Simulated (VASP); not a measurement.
SiC: single point with LDA

The system is SiC.

```
CELL_PARAMETERS angstrom
3.00368 0.00000 0.00000
-1.50184 2.60127 0.00000
0.00000 0.00000 5.19307
ATOMIC_POSITIONS crystal
Si 0.33333 0.66667 0.00460
Si 0.66667 0.33333 0.50460
C 0.33333 0.66667 0.42525
C 0.66667 0.33333 0.92525
```

This cell differs from its parent crystal: c/a of the conventional cell at fixed volume 1.7289.

- Program: VASP 6.6.1
- Task: single point
- Functional: LDA
- Potentials or basis: VASP PAW LDA potentials, release 64 (Si, C)
- Cutoff: 520 eV
- k mesh: 12 × 12 × 6
- Occupations: gaussian, width 0.05 eV
- Spin: no spin polarisation
- Dipole correction: no
- Further INCAR settings: ALGO = Normal; EDIFF = 1e-06; NBANDS = 16

* Pressure: 10.3 GPa
* Largest force: 2.317 eV/Å
* Band gap on the k mesh: 2.18 eV, indirect (least direct gap 4.23 eV)

Forces in eV/Å, atoms in the order of the input:
```
Si   0.000  0.000  2.317
Si   0.000  0.000  2.317
C    0.000  0.000 -2.317
C    0.000  0.000 -2.317
```

Stress tensor (GPa, compression positive):
```
 22.64   0.00   0.00
  0.00  22.64   0.00
  0.00   0.00 -14.37
```

Levels at points of the mesh, in eV from the valence-band top:
```csv
k point,band 6,band 7,band 8,band 9,band 10,band 11
"(0.00, 0.00, 0.00)",-1.24,-1.24,0.00,4.44,5.09,6.45
"(0.50, 0.00, 0.00)",-4.13,-3.09,-2.59,2.37,3.74,5.81
"(0.00, 0.00, 0.50)",-1.72,-1.72,-1.72,5.92,5.92,6.99
"(0.50, 0.00, 0.50)",-3.45,-2.47,-2.47,2.51,2.51,4.00
```

It took 24 s on 1 thread of Intel(R) Xeon(R) Platinum 8259CL CPU @ 2.50GHz (Skylake/Cascade Lake) (shared host), peak memory 0.16 GiB.

Caveat: forces of over 1 eV/Å act on the atoms, so gaps and moduli don't describe the material at rest. A k mesh can miss the band edges.
